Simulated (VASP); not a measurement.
Set up this calculation in VASP 6.6.1, as the native input.

* Task: single point
* Functional: r2SCAN
* Potentials or basis: VASP PAW PBE potentials, release 64 (K_sv, Cl)
* Cutoff: 520 eV
* k mesh: 6 × 6 × 6
* Occupations: gaussian, width 0.05 eV
* Spin: no spin polarisation
* Dipole correction: no
* Further INCAR settings: ALGO = Normal; EDIFF = 1e-06; NBANDS = 15

KCl:

```
K Cl
1.0
     3.61277    0.00000    0.00000
     0.00000    3.61277    0.00000
     0.00000    0.00000    3.61277
K Cl
1 1
Direct
  0.00000 0.00000 0.00000
  0.50000 0.50000 0.50000
```

One way to write it, as run:

POSCAR

```
KCl
1.0
    3.6127698699      0.0000000000      0.0000000000
    0.0000000000      3.6127698699      0.0000000000
    0.0000000000      0.0000000000      3.6127698699
K Cl
1 1
Direct
    0.0000000000      0.0000000000      0.0000000000
    0.5000000000      0.5000000000      0.5000000000
```

INCAR.step1

```
PREC = Accurate
ENCUT = 520
ISMEAR = 0
SIGMA = 0.05
LREAL = False
LASPH = True
NELM = 100
NBANDS = 15
GGA = PE
ALGO = Normal
EDIFF = 1E-4
LWAVE = True
LCHARG = False
```

INCAR.step2

```
PREC = Accurate
ENCUT = 520
EDIFF = 1E-6
ISMEAR = 0
SIGMA = 0.05
LREAL = False
LASPH = True
NELM = 100
ALGO = Normal
ISIF = 2
LWAVE = False
LCHARG = False
METAGGA = R2SCAN
LMIXTAU = True
NBANDS = 15
ISTART = 1
```

KPOINTS

```
regular mesh
0
Gamma
  6 6 6
```

Potentials or basis: VASP PAW PBE potentials, release 64 (K_sv, Cl).

The run is started by

```sh
$ cat potpaw_PBE.64/K_sv/POTCAR potpaw_PBE.64/Cl/POTCAR > POTCAR
$ cp INCAR.step1 INCAR
$ mpirun -np 1 vasp_std > vasp.out
$ cp INCAR.step2 INCAR
$ mpirun -np 1 vasp_std > vasp.out
```

Results of the run:

The pressure is 4.0 GPa. The band gap on the k mesh is 6.51 eV (least direct gap 6.74 eV).

Caveat: the cell stands under pressure; the PAW data sets were made with another functional, which shifts forces and pressure a little.

Wall time 75 s on 1 thread of Intel Xeon 8259CL (shared host), peak memory 0.17 GiB.
